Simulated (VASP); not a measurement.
# Ti (P6/mmm) in VASP: notebook

The runs below take Ti through relaxation of cell and atoms, single point, with PBE, BLYP, revPBE+D4, PBE0.

Program: VASP 6.6.1. These are calculated values, not measurements. Logs are shortened: lines on timing, memory, paths and dates and some standing lists are left out, and cuts for length are marked.

## (1) The cell of the first run

The structure is hexagonal, space group P6/mmm (No. 191). The conventional cell has a = 4.567 Å, b = 4.567 Å, c = 2.826 Å, α = 90.00°, β = 90.00°, γ = 120.00°. Within 3.5 Å of Ti (site symmetry -6m2) lie 11 Ti at 2.64 to 2.99 Å. Ti (site symmetry 6/mmm) has 14 Ti at 2.83 to 2.99 Å within 3.7 Å.

## (2) Relaxation of cell and atoms, PBE

Contents of INCAR:

```
SYSTEM = Ti
ALGO = Fast
EDIFF = 1E-6
EDIFFG = -0.01
ENCUT = 600
GGA = PE
IBRION = 2
ISIF = 3
ISMEAR = -1
LASPH = .TRUE.
LCHARG = .FALSE.
LREAL = .FALSE.
LWAVE = .FALSE.
NELM = 60
NSW = 60
PREC = Accurate
SIGMA = 0.05
```

Contents of KPOINTS:

```
k-points
0
G
  7 7 9
  0 0 0
```

Contents of POSCAR:

```
Ti
1.0
    4.5673748306      0.0000000000      0.0000000000
   -2.2836874153      3.9554626319      0.0000000000
    0.0000000000      0.0000000000      2.8262442700
Ti
3
Direct
    0.6666666667      0.3333333333      0.5000000000
    0.3333333333      0.6666666667      0.5000000000
    0.0000000000      0.0000000000      0.0000000000
```

Potentials or basis: VASP PAW PBE potentials, release 64 (Ti_sv).

The run is started by

```sh
$ cat potpaw_PBE.64/Ti_sv/POTCAR > POTCAR
$ mpirun -np 1 vasp_std > vasp.out
```

OUTCAR:

```text
SYSTEM = Ti
   EDIFF = 1E-6
   EDIFFG = -0.01
   ENCUT = 600
   GGA = PE
   IBRION = 2
   ISIF = 3
   ISMEAR = -1
   LASPH = .TRUE.
   LREAL = .FALSE.
   NELM = 60
   NSW = 60
   PREC = Accurate

 ion  position               nearest neighbor table
   1  0.667  0.333  0.500-   2 2.64   2 2.64   2 2.64
   2  0.333  0.667  0.500-   1 2.64   1 2.64   1 2.64
   3  0.000  0.000  0.000-

  LATTYP: Found a hexagonal cell.
 ALAT       =     4.5673748306
 C/A-ratio  =     0.6187896494

  Lattice vectors:

 A1 = (   4.5673748306,   0.0000000000,   0.0000000000)
 A2 = (  -2.2836874153,   3.9554626319,   0.0000000000)
 A3 = (   0.0000000000,   0.0000000000,   2.8262442700)

Analysis of symmetry for initial positions (statically):
=====================================================================
 Subroutine PRICEL returns:
 Original cell was already a primitive cell.

 Routine SETGRP: Setting up the symmetry group for a
 hexagonal supercell.

 Subroutine GETGRP returns: Found 24 space group operations
 (whereof 24 operations were pure point group operations)
 out of a pool of 24 trial point group operations.

The static configuration has the point symmetry D_6h.

Analysis of symmetry for dynamics (positions and initial velocities):
=====================================================================
 Subroutine PRICEL returns:
 Original cell was already a primitive cell.

 Routine SETGRP: Setting up the symmetry group for a
 hexagonal supercell.

 Subroutine GETGRP returns: Found 24 space group operations
 (whereof 24 operations were pure point group operations)
 out of a pool of 24 trial point group operations.

The dynamic configuration has the point symmetry D_6h.

 Subroutine INISYM returns: Found 24 space group operations
 (whereof 24 operations are pure point group operations),
 and found     1 'primitive' translations

----------------------------------------------------------------------------------------

                                     Primitive cell

  volume of cell :      51.0592

  direct lattice vectors                    reciprocal lattice vectors
     4.567374831  0.000000000  0.000000000     0.218944150  0.126407464  0.000000000
    -2.283687415  3.955462632  0.000000000     0.000000000  0.252814928  0.000000000
     0.000000000  0.000000000  2.826244270     0.000000000  0.000000000  0.353826458

  length of vectors
     4.567374831  4.567374831  2.826244270     0.252814928  0.252814928  0.353826458

  position of ions in fractional coordinates (direct lattice)
     0.666666667  0.333333333  0.500000000
     0.333333333  0.666666667  0.500000000
     0.000000000  0.000000000  0.000000000

  ion indices of the primitive-cell ions
   primitive index   ion index
                 1           1
                 2           2
                 3           3

----------------------------------------------------------------------------------------

 KPOINTS: k-points

Automatic generation of k-mesh.
 Grid dimensions read from file:
 generate k-points for:    7    7    9

 Generating k-lattice:

  Cartesian coordinates                     Fractional coordinates (reciprocal lattice)
     0.031277736  0.018058209  0.000000000     0.142857143 -0.000000000  0.000000000
     0.000000000  0.036116418  0.000000000     0.000000000  0.142857143  0.000000000
     0.000000000  0.000000000  0.039314051     0.000000000  0.000000000  0.111111111

  Length of vectors
     0.036116418  0.036116418  0.039314051

  Shift w.r.t. Gamma in fractional coordinates (k-lattice)
     0.000000000  0.000000000  0.000000000

 Subroutine IBZKPT returns following result:
 ===========================================

 Found     40 irreducible k-points:

 Following reciprocal coordinates:
            Coordinates               Weight
  0.000000  0.000000  0.000000      1.000000
  0.142857  0.000000  0.000000      6.000000
  0.285714  0.000000  0.000000      6.000000
  0.428571  0.000000  0.000000      6.000000
  0.142857  0.142857  0.000000      6.000000
  0.285714  0.142857  0.000000     12.000000
[... 16 lines left out ...]
  0.428571  0.142857  0.222222     12.000000
  0.285714  0.285714  0.222222     12.000000
 [... further k-points ...]
   k-points           NKPTS =     40   k-points in BZ     NKDIM =     40   number of bands    NBANDS=     22
   number of dos      NEDOS =    301   number of ions     NIONS =      3
   total plane-waves  NPLWV =  31104
   dimension x,y,z NGX =    36 NGY =   36 NGZ =   24
   dimension x,y,z NGXF=    72 NGYF=   72 NGZF=   48
   ions per type =               3
   NGX,Y,Z   is equivalent  to a cutoff of  13.10, 13.10, 14.12 a.u.
   NGXF,Y,Z  is equivalent  to a cutoff of  26.21, 26.21, 28.23 a.u.
 SYSTEM =  Ti
   PREC   = accura    normal or accurate (medium, high low for compatibility)
   ISTART =      0    job   : 0-new  1-cont  2-samecut
   ICHARG =      2    charge: 1-file 2-atom 10-const
   ISPIN  =      1    spin polarized calculation?
   LNONCOLLINEAR =      F non collinear calculations
   LSORBIT =      F    spin-orbit coupling
   LASPH  =      T    aspherical Exc in radial PAW
   ENCUT  =  600.0 eV  44.10 Ry    6.64 a.u.   9.12  9.12  5.64*2*pi/ulx,y,z
   NELM   =     60;   NELMIN=  2; NELMDL= -5     # of ELM steps
   EDIFF  = 0.1E-05   stopping-criterion for ELM
   LREAL  =      F    real-space projection
   EDIFFG = -.1E-01   stopping-criterion for IOM
   NSW    =     60    number of steps for IOM
   IBRION =      2    ionic relax: 0-MD 1-quasi-New 2-CG
   NFREE  =      1    steps in history (QN), initial steepest desc. (CG)
   ISIF   =      3    stress and relaxation
   ISYM   =      2    0-nonsym 1-usesym 2-fastsym
   POTIM  = 0.5000    time-step for ionic-motion
   TEBEG  =    0.0;   TEEND  =   0.0 temperature during run
   PSTRESS=    0.0 pullay stress
   NELECT =      36.0000    total number of electrons
   NUPDOWN=      -1.0000    fix difference up-down
   EMIN   =  10.00;   EMAX   =-10.00  energy-range for DOS
   EFERMI =   0.00;   METHOD = LEGACY
   ISMEAR =    -1;   SIGMA  =   0.05  broadening in eV -4-tet -1-fermi 0-gaus
   EFERMI_NEDOS =   21; number of points for ismear=-14 and -15
   IALGO  =     68    algorithm
   IMIX   =      4    mixing-type and parameters
     AMIX     =   0.40;   BMIX     =  1.00
     AMIX_MAG =   1.60;   BMIX_MAG =  1.00
  volume/ion in A,a.u.               =      17.02       114.85
  Fermi-wavevector in a.u.,A,eV,Ry     =   1.457084  2.753489 28.886426  2.123092
  Thomas-Fermi vector in A             =   2.573926
   LORBIT       =      0    0 simple, 1 ext, 2 COOP (PROOUT), +10 PAW based schemes
   GGA     = PE    functional components
   LHFCALC =     F    Hartree Fock is set to
   AEXX    =    0.0000 exact exchange contribution
   IVDW    =     0    specifies the selected vdW correction
   LEPSILON=     F    determine dielectric tensor
   LRPA    =     F    only Hartree local field effects (RPA)
 conjugate gradient relaxation of ions
 non-spin polarized calculation
 RMM-DIIS sequential band-by-band and
  energy-cutoff  :      600.00
  volume of cell :       51.06
 maximum number of plane-waves:      1728
   NGX = 19   NGY = 19   NGZ = 11

--------------------------------------- Ionic step        1  -------------------------------------------

 number of electron      35.9999989 magnetization

 Free energy of the ion-electron system (eV)
  ---------------------------------------------------
  ext. energy  EPLUGINS =         0.00000000
  ---------------------------------------------------
  free energy    TOTEN  =       -23.53380208 eV

  energy without entropy =      -23.51165421  energy(sigma->0) =      -23.52272814

------------------------ aborting loop because EDIFF is reached ----------------------------------------

  FORCE on cell =-STRESS in cart. coord.  units (eV):
  Direction    XX          YY          ZZ          XY          YZ          ZX
  --------------------------------------------------------------------------------------
  -------------------------------------------------------------------------------------
  Total        0.1309400      0.1309400      0.0845704      0.0000000      0.0000000      0.0000000
  in kB        4.1087470      4.1087470      2.6537216      0.0000000      0.0000000      0.0000000
  external PRESSURE =       3.6237385 kB  Pullay stress =       0.0000000 kB

 VOLUME and BASIS-vectors are now :
 -----------------------------------------------------------------------------
  energy-cutoff  :      600.00
  volume of cell :       51.06
      direct lattice vectors                 reciprocal lattice vectors
     4.567374831  0.000000000  0.000000000     0.218944150  0.126407464  0.000000000
    -2.283687415  3.955462632  0.000000000     0.000000000  0.252814928  0.000000000
     0.000000000  0.000000000  2.826244270     0.000000000  0.000000000  0.353826458
[... 186 lines left out ...]
 POSITION                                       TOTAL-FORCE (eV/Angst)
 -----------------------------------------------------------------------------------
      2.28862      1.32133      1.41509        -0.000000      0.000000     -0.000000
     -0.00000      2.64267      1.41509        -0.000000     -0.000000      0.000000
      0.00000      0.00000      0.00000         0.000000      0.000000      0.000000
 -----------------------------------------------------------------------------------
    total drift:                                0.000000      0.000000     -0.000000

  FREE ENERGIE OF THE ION-ELECTRON SYSTEM (eV)
  ---------------------------------------------------
  free  energy   TOTEN  =       -23.5342815655 eV

  energy  without entropy=      -23.5121209214  energy(sigma->0) =      -23.52320124

--------------------------------------- Ionic step        7  -------------------------------------------

 number of electron      35.9999986 magnetization

 Free energy of the ion-electron system (eV)
  ---------------------------------------------------
  ext. energy  EPLUGINS =         0.00000000
  ---------------------------------------------------
  free energy    TOTEN  =       -23.53428358 eV

  energy without entropy =      -23.51214060  energy(sigma->0) =      -23.52321209

 E-fermi :   8.3882     XC(G=0): -11.5724

 val. band max:        8.3845351919   @ k =   0.4286   0.1429   0.3333
 cond. band min:       8.4205772459   @ k =   0.2857   0.1429   0.0000
 fundamental gap:      0.0360420541
 Fermi energy:         8.3881536785

 k-point     1 :       0.0000    0.0000    0.0000
  band No.  band energies     occupation
      1     -48.4898      2.00000
      2     -48.2319      2.00000
      3     -48.0682      2.00000
      4     -24.8046      2.00000
      5     -24.8046      2.00000
      6     -24.6975      2.00000
[... 14 lines left out ...]
     21       9.6840      0.00000
     22       9.6840      0.00000
[... 552 lines left out ...]
  band No.  band energies     occupation
      1     -48.4533      2.00000
      2     -48.1514      2.00000
      3     -48.1190      2.00000
      4     -24.8314      2.00000
      5     -24.8066      2.00000
      6     -24.7489      2.00000
[... 14 lines left out ...]
     21       9.1473      0.00000
     22       9.4090      0.00000

 [... further k-points ...]
[... 5 lines left out ...]
  --------------------------------------------------------------------------------------
  -------------------------------------------------------------------------------------
  Total       -0.0013825     -0.0013825      0.0005875      0.0000000      0.0000000     -0.0000000
  in kB       -0.0431916     -0.0431916      0.0183553      0.0000000      0.0000000     -0.0000000
  external PRESSURE =      -0.0226760 kB  Pullay stress =       0.0000000 kB

 VOLUME and BASIS-vectors are now :
 -----------------------------------------------------------------------------
  energy-cutoff  :      600.00
  volume of cell :       51.28
      direct lattice vectors                 reciprocal lattice vectors
     4.575414836  0.000000000  0.000000000     0.218559417  0.126185338 -0.000000000
    -2.287707418  3.962425481 -0.000000000     0.000000000  0.252370677  0.000000000
     0.000000000  0.000000000  2.828587794    -0.000000000  0.000000000  0.353533308

 POSITION                                       TOTAL-FORCE (eV/Angst)
 -----------------------------------------------------------------------------------
      2.28771      1.32081      1.41429        -0.000000     -0.000000     -0.000000
     -0.00000      2.64162      1.41429         0.000000      0.000000      0.000000
      0.00000      0.00000      0.00000         0.000000      0.000000      0.000000
 -----------------------------------------------------------------------------------
    total drift:                                0.000000      0.000000     -0.000000

  FREE ENERGIE OF THE ION-ELECTRON SYSTEM (eV)
  ---------------------------------------------------
  free  energy   TOTEN  =       -23.5342835755 eV

  energy  without entropy=      -23.5121406020  energy(sigma->0) =      -23.52321209

 reached required accuracy - stopping structural energy minimisation
```

It took 14 min on 1 thread of AMD EPYC 7R13, shared host; peak memory 0.18 GiB.

What came out:

```yaml
Free_energy: -23.5343 eV
Relaxed_volume: 17.09 Å³/atom
Relaxed_cell: a = 4.575 Å, b = 4.575 Å, c = 2.829 Å, α = 90.00°, β = 90.00°, γ = 120.00°
Space_group_after_relaxing_to_0.05_Å: P6/mmm (No. 191)
Energy_gained_by_relaxing: 0.2 meV/atom
Ionic_steps: 7
Pressure_after_relaxing: 0.0 GPa
Band_gap_on_the_k_mesh: zero (band 18 reaches 8.58 eV, above the bottom of band 19 at 8.32 eV)
```

Step by step:
```tsv
step	energy change (eV)	largest force (eV/Å)	pressure (GPa)	volume (Å³)
1	0.0000	0.0000	0.36	51.06
2	-0.0005	0.0000	0.13	51.34
3	-0.0004	0.0000	-0.25	51.44
4	-0.0005	0.0000	-0.20	51.38
5	-0.0005	0.0000	-0.13	51.36
6	-0.0005	0.0000	-0.09	51.35
7	-0.0005	0.0000	0.00	51.28
```

Final structure:
```
Ti
1.0
     4.57541    0.00000    0.00000
    -2.28771    3.96243    0.00000
     0.00000    0.00000    2.82859
Ti
3
Direct
  0.66667 0.33333 0.50000
  0.33333 0.66667 0.50000
  0.00000 0.00000 0.00000
```

Levels at points of the mesh, in eV from the Fermi level:
| k point | band 15 | band 16 | band 17 | band 18 | band 19 | band 20 | band 21 | band 22 |
| --- | --- | --- | --- | --- | --- | --- | --- | --- |
| (0.00, 0.00, 0.00) | -0.70 | -0.70 | -0.61 | -0.61 | -0.03 | 0.68 | 1.30 | 1.30 |

[end of part 1 of 2]
